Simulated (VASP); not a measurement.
# Ga2Te3O (P6/mmm) in VASP: a series of runs

Runs on Ga2Te3O. Level: PBE. Tasks: single point.

All numbers are computed with VASP 6.6.1; they aren't measurements. Logs are shortened: lines on timing, memory, paths and dates and some standing lists are left out, and cuts for length are marked.

### Step 1. The cell of the first run

Symmetry: P6/mmm, No. 191, hexagonal system. The conventional cell has a = 6.200 Å, b = 6.200 Å, c = 5.178 Å, α = 90.00°, β = 90.00°, γ = 120.00°. Within 2.4 Å of Ga (site symmetry -6m2) lie 3 Te at 1.79 Å. Within 2.4 Å of Te (site symmetry mmm) lie 2 Ga at 1.79 Å. Within 4.1 Å of O (site symmetry 6/mmm) lie 6 Te at 3.10 Å and 6 Ga at 3.58 Å.

### Step 2. Single point, PBE

Contents of INCAR:

```
PREC = Accurate
ENCUT = 520
EDIFF = 1E-6
ISMEAR = 0
SIGMA = 0.1
LREAL = False
LASPH = True
NELM = 100
ALGO = Normal
ISIF = 2
LWAVE = False
LCHARG = False
GGA = PE
NBANDS = 34
```

Contents of KPOINTS:

```
regular mesh
0
Gamma
  3 3 4
```

Contents of POSCAR:

```
Ga2Te3O
1.0
    6.1997692900      0.0000000000      0.0000000000
   -3.0998846500      5.3691577000      0.0000000000
    0.0000000000      0.0000000000      5.1775767700
Ga Te O
2 3 1
Direct
    0.3333333300      0.6666666700      0.0000000000
    0.6666666700      0.3333333300      0.0000000000
    0.5000000000      0.0000000000      0.0000000000
    0.0000000000      0.5000000000      0.0000000000
    0.5000000000      0.5000000000      0.0000000000
    0.0000000000      0.0000000000      0.0000000000
```

Potentials or basis: VASP PAW PBE potentials, release 64 (Ga_d, Te, O).

The run is started by

```sh
> cat potpaw_PBE.64/Ga_d/POTCAR potpaw_PBE.64/Te/POTCAR potpaw_PBE.64/O/POTCAR > POTCAR
> mpirun -np 1 vasp_std > vasp.out
```

OUTCAR:

```text
PREC = Accurate
   ENCUT = 520
   EDIFF = 1E-6
   ISMEAR = 0
   LREAL = False
   LASPH = True
   NELM = 100
   ISIF = 2
   GGA = PE

 ion  position               nearest neighbor table
   1  0.333  0.667  0.000-   4 1.79   3 1.79   5 1.79
   2  0.667  0.333  0.000-   4 1.79   3 1.79   5 1.79
   3  0.500  0.000  0.000-   1 1.79   2 1.79   4 3.10   4 3.10   5 3.10   5 3.10
   4  0.000  0.500  0.000-   1 1.79   2 1.79   3 3.10   3 3.10   5 3.10   5 3.10
   5  0.500  0.500  0.000-   1 1.79   2 1.79   4 3.10   4 3.10   3 3.10   3 3.10
   6  0.000  0.000  0.000-

  LATTYP: Found a hexagonal cell.
 ALAT       =     6.1997692900
 C/A-ratio  =     0.8351241035

  Lattice vectors:

 A1 = (   6.1997692900,   0.0000000000,   0.0000000000)
 A2 = (  -3.0998846500,   5.3691577000,   0.0000000000)
 A3 = (   0.0000000000,   0.0000000000,   5.1775767700)

Analysis of symmetry for initial positions (statically):
=====================================================================
 Subroutine PRICEL returns:
 Original cell was already a primitive cell.

 Routine SETGRP: Setting up the symmetry group for a
 hexagonal supercell.

 Subroutine GETGRP returns: Found 24 space group operations
 (whereof 24 operations were pure point group operations)
 out of a pool of 24 trial point group operations.

The static configuration has the point symmetry D_6h.

Analysis of symmetry for dynamics (positions and initial velocities):
=====================================================================
 Subroutine PRICEL returns:
 Original cell was already a primitive cell.

 Routine SETGRP: Setting up the symmetry group for a
 hexagonal supercell.

 Subroutine GETGRP returns: Found 24 space group operations
 (whereof 24 operations were pure point group operations)
 out of a pool of 24 trial point group operations.

The dynamic configuration has the point symmetry D_6h.

 Subroutine INISYM returns: Found 24 space group operations
 (whereof 24 operations are pure point group operations),
 and found     1 'primitive' translations

----------------------------------------------------------------------------------------

                                     Primitive cell

  volume of cell :     172.3488

  direct lattice vectors                    reciprocal lattice vectors
     6.199769290  0.000000000  0.000000000     0.161296325  0.093124477  0.000000000
    -3.099884650  5.369157700  0.000000000     0.000000000  0.186248953  0.000000000
     0.000000000  0.000000000  5.177576770     0.000000000  0.000000000  0.193140545

  length of vectors
     6.199769290  6.199769290  5.177576770     0.186248953  0.186248953  0.193140545

  position of ions in fractional coordinates (direct lattice)
     0.333333330  0.666666670  0.000000000
     0.666666670  0.333333330  0.000000000
     0.500000000  0.000000000  0.000000000
     0.000000000  0.500000000  0.000000000
     0.500000000  0.500000000  0.000000000
     0.000000000  0.000000000  0.000000000

  ion indices of the primitive-cell ions
   primitive index   ion index
                 1           1
                 2           2
                 3           3
                 4           4
                 5           5
                 6           6

----------------------------------------------------------------------------------------

 KPOINTS: regular mesh

Automatic generation of k-mesh.
 Grid dimensions read from file:
 generate k-points for:    3    3    4

 Generating k-lattice:

  Cartesian coordinates                     Fractional coordinates (reciprocal lattice)
     0.053765442  0.031041492  0.000000000     0.333333333  0.000000000  0.000000000
     0.000000000  0.062082984  0.000000000     0.000000000  0.333333333  0.000000000
     0.000000000  0.000000000  0.048285136     0.000000000  0.000000000  0.250000000

  Length of vectors
     0.062082984  0.062082984  0.048285136

  Shift w.r.t. Gamma in fractional coordinates (k-lattice)
     0.000000000  0.000000000  0.000000000

 Subroutine IBZKPT returns following result:
 ===========================================

 Found      9 irreducible k-points:

 Following reciprocal coordinates:
            Coordinates               Weight
  0.000000  0.000000  0.000000      1.000000
  0.333333  0.000000  0.000000      6.000000
  0.333333  0.333333  0.000000      2.000000
  0.000000  0.000000  0.250000      2.000000
  0.333333  0.000000  0.250000     12.000000
  0.333333  0.333333  0.250000      4.000000
  0.000000  0.000000  0.500000      1.000000
  0.333333  0.000000  0.500000      6.000000
  0.333333  0.333333  0.500000      2.000000
   k-points           NKPTS =      9   k-points in BZ     NKDIM =      9   number of bands    NBANDS=     34
   number of dos      NEDOS =    301   number of ions     NIONS =      6
   total plane-waves  NPLWV =  92160
   dimension x,y,z NGX =    48 NGY =   48 NGZ =   40
   dimension x,y,z NGXF=    96 NGYF=   96 NGZF=   80
   ions per type =               2   3   1
   NGX,Y,Z   is equivalent  to a cutoff of  12.87, 12.87, 12.84 a.u.
   NGXF,Y,Z  is equivalent  to a cutoff of  25.74, 25.74, 25.69 a.u.
 SYSTEM =  unknown system
   PREC   = accura    normal or accurate (medium, high low for compatibility)
   ISTART =      0    job   : 0-new  1-cont  2-samecut
   ICHARG =      2    charge: 1-file 2-atom 10-const
   ISPIN  =      1    spin polarized calculation?
   LNONCOLLINEAR =      F non collinear calculations
   LSORBIT =      F    spin-orbit coupling
   LASPH  =      T    aspherical Exc in radial PAW
   ENCUT  =  520.0 eV  38.22 Ry    6.18 a.u.  11.53 11.53  9.63*2*pi/ulx,y,z
   NELM   =    100;   NELMIN=  2; NELMDL= -5     # of ELM steps
   EDIFF  = 0.1E-05   stopping-criterion for ELM
   LREAL  =      F    real-space projection
   EDIFFG = 0.1E-04   stopping-criterion for IOM
   NSW    =      0    number of steps for IOM
   IBRION =     -1    ionic relax: 0-MD 1-quasi-New 2-CG
   NFREE  =      0    steps in history (QN), initial steepest desc. (CG)
   ISIF   =      2    stress and relaxation
   ISYM   =      2    0-nonsym 1-usesym 2-fastsym
   POTIM  = 0.5000    time-step for ionic-motion
   TEBEG  =    0.0;   TEEND  =   0.0 temperature during run
   PSTRESS=    0.0 pullay stress
   NELECT =      50.0000    total number of electrons
   NUPDOWN=      -1.0000    fix difference up-down
   EMIN   =  10.00;   EMAX   =-10.00  energy-range for DOS
   EFERMI =   0.00;   METHOD = LEGACY
   ISMEAR =     0;   SIGMA  =   0.10  broadening in eV -4-tet -1-fermi 0-gaus
   EFERMI_NEDOS =   21; number of points for ismear=-14 and -15
   IALGO  =     38    algorithm
   IMIX   =      4    mixing-type and parameters
     AMIX     =   0.40;   BMIX     =  1.00
     AMIX_MAG =   1.60;   BMIX_MAG =  1.00
  volume/ion in A,a.u.               =      28.72       193.84
  Fermi-wavevector in a.u.,A,eV,Ry     =   1.083749  2.047989 15.980208  1.174512
  Thomas-Fermi vector in A             =   2.219823
   LORBIT       =      0    0 simple, 1 ext, 2 COOP (PROOUT), +10 PAW based schemes
   GGA     = PE    functional components
   LHFCALC =     F    Hartree Fock is set to
   AEXX    =    0.0000 exact exchange contribution
   IVDW    =     0    specifies the selected vdW correction
   LEPSILON=     F    determine dielectric tensor
   LRPA    =     F    only Hartree local field effects (RPA)
 non-spin polarized calculation
 Gauss-broadening in eV      SIGMA  =   0.10
  energy-cutoff  :      520.00
  volume of cell :      172.35
 maximum number of plane-waves:      4700
 NGX is ok and might be reduce to    48
   NGX = 23   NGY = 23   NGZ = 19

 number of electron      50.0000004 magnetization

 Free energy of the ion-electron system (eV)
  ---------------------------------------------------
  ext. energy  EPLUGINS =         0.00000000
  ---------------------------------------------------
  free energy    TOTEN  =        28.30602478 eV

  energy without entropy =       28.32965941  energy(sigma->0) =       28.31784210

 E-fermi :   4.1801     XC(G=0):  -7.8137

 val. band max:        4.1207388600   @ k =   0.3333   0.0000   0.5000
 cond. band min:       4.8293082758   @ k =   0.3333   0.0000   0.0000
 fundamental gap:      0.7085694159
 Fermi energy:         4.1801266342

 k-point     1 :       0.0000    0.0000    0.0000
  band No.  band energies     occupation
      1     -16.8129      2.00000
      2     -16.8129      2.00000
      3     -16.5497      2.00000
      4     -16.5497      2.00000
      5     -16.0164      2.00000
      6     -15.8234      2.00000
[... 26 lines left out ...]
     33       9.6991      0.00000
     34       9.8157      0.00000

 k-point     2 :       0.3333    0.0000    0.0000
  band No.  band energies     occupation
      1     -16.7768      2.00000
      2     -16.7414      2.00000
      3     -16.6096      2.00000
      4     -16.5829      2.00000
      5     -15.9613      2.00000
      6     -15.8521      2.00000
[... 26 lines left out ...]
     33       9.7812      0.00000
     34      10.6014      0.00000

 k-point     3 :       0.3333    0.3333    0.0000
  band No.  band energies     occupation
      1     -16.7305      2.00000
      2     -16.6799      2.00000
      3     -16.6799      2.00000
      4     -16.6129      2.00000
      5     -15.9002      2.00000
      6     -15.9002      2.00000
[... 26 lines left out ...]
     33      10.4809      0.00000
     34      10.9836      0.00000
[... 149 lines left out ...]
 k-point     8 :       0.3333    0.0000    0.5000
  band No.  band energies     occupation
      1     -16.7767      2.00000
      2     -16.7414      2.00000
      3     -16.6094      2.00000
      4     -16.5827      2.00000
      5     -15.9608      2.00000
      6     -15.8519      2.00000
[... 26 lines left out ...]
     33      10.3352      0.00000
     34      10.7227      0.00000

 k-point     9 :       0.3333    0.3333    0.5000
  band No.  band energies     occupation
      1     -16.7303      2.00000
      2     -16.6797      2.00000
      3     -16.6797      2.00000
      4     -16.6129      2.00000
      5     -15.8999      2.00000
      6     -15.8999      2.00000
[... 26 lines left out ...]
     33      10.7392      0.00000
     34      11.2888      0.00000

------------------------ aborting loop because EDIFF is reached ----------------------------------------

  FORCE on cell =-STRESS in cart. coord.  units (eV):
  Direction    XX          YY          ZZ          XY          YZ          ZX
  --------------------------------------------------------------------------------------
  -------------------------------------------------------------------------------------
  Total      175.1640495    175.1640493      0.2216171     -0.0000002      0.0000000      0.0000000
  in kB     1628.3483691   1628.3483675      2.0601818     -0.0000015      0.0000000      0.0000000
  external PRESSURE =    1086.2523061 kB  Pullay stress =       0.0000000 kB

 VOLUME and BASIS-vectors are now :
 -----------------------------------------------------------------------------
  energy-cutoff  :      520.00
  volume of cell :      172.35
      direct lattice vectors                 reciprocal lattice vectors
     6.199769290  0.000000000  0.000000000     0.161296325  0.093124477  0.000000000
    -3.099884650  5.369157700  0.000000000     0.000000000  0.186248953  0.000000000
     0.000000000  0.000000000  5.177576770     0.000000000  0.000000000  0.193140545

 POSITION                                       TOTAL-FORCE (eV/Angst)
 -----------------------------------------------------------------------------------
     -0.00000      3.57944      0.00000         0.000000     -0.000000      0.000000
      3.09988      1.78972      0.00000        -0.000000      0.000000     -0.000000
      3.09988      0.00000      0.00000        -0.000000      0.000000     -0.000000
     -1.54994      2.68458      0.00000        -0.000000      0.000000     -0.000000
      1.54994      2.68458      0.00000        -0.000000      0.000000     -0.000000
      0.00000      0.00000      0.00000        -0.000000      0.000000     -0.000000
 -----------------------------------------------------------------------------------
    total drift:                               -0.000000      0.000000      0.000000

  FREE ENERGIE OF THE ION-ELECTRON SYSTEM (eV)
  ---------------------------------------------------
  free  energy   TOTEN  =        28.3060247778 eV

  energy  without entropy=       28.3296594132  energy(sigma->0) =       28.31784210
```

It took 54 s on 1 thread of Intel Xeon Platinum 8375C at 2.90GHz (Ice Lake), shared host; peak memory 0.31 GiB.

Results:

```yaml
Free_energy: 28.3060 eV
Pressure: 108.6 GPa
Band_gap_on_the_k_mesh: zero (band 25 reaches 4.92 eV, above the bottom of band 26 at 3.89 eV)
```

Caveat: the k points lie up to 0.39 Å⁻¹ apart; spin-orbit coupling is left out, which moves the levels of the heavy elements; this functional lacks dispersion, which binds the layers, so the pressure and a relaxed spacing across them are unreliable.

[end of part 1 of 2]
